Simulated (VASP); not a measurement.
A run of VASP 6.6.1:

The input INCAR:

```
ALGO = Normal
EDIFF = 1E-7
ENCUT = 520
GGA = CA
ISIF = 2
ISMEAR = 0
LASPH = T
LCHARG = F
LREAL = F
LWAVE = F
NBANDS = 14
NELM = 60
PREC = Accurate
SIGMA = 0.15
```

KPOINTS

```
k-points
0
Gamma
  16 16 16
```

File POSCAR:

```
TiAl
1.0
    3.1790640000      0.0000000000      0.0000000000
    0.0000000000      3.1790640000      0.0000000000
    0.0000000000      0.0000000000      3.1790640000
Ti Al
1 1
Direct
    0.0000000000      0.0000000000      0.0000000000
    0.5000000000      0.5000000000      0.5000000000
```

Potentials or basis: VASP PAW LDA potentials, release 64 (Ti_sv, Al).

The run is started by

```console
$ cat potpaw_LDA.64/Ti_sv/POTCAR potpaw_LDA.64/Al/POTCAR > POTCAR
$ mpirun -np 1 vasp_std > vasp.out
```

Hardware: 1 thread of AMD EPYC 9R45 96-Core Processor (Zen 5), with other jobs on the host.

Task: How long does it take, and how much memory?

Result: It took 29 s on 1 thread of AMD EPYC 9R45 96-Core Processor (Zen 5) (shared host), peak memory 0.16 GiB. Counts: scf iterations 14, k points 165.
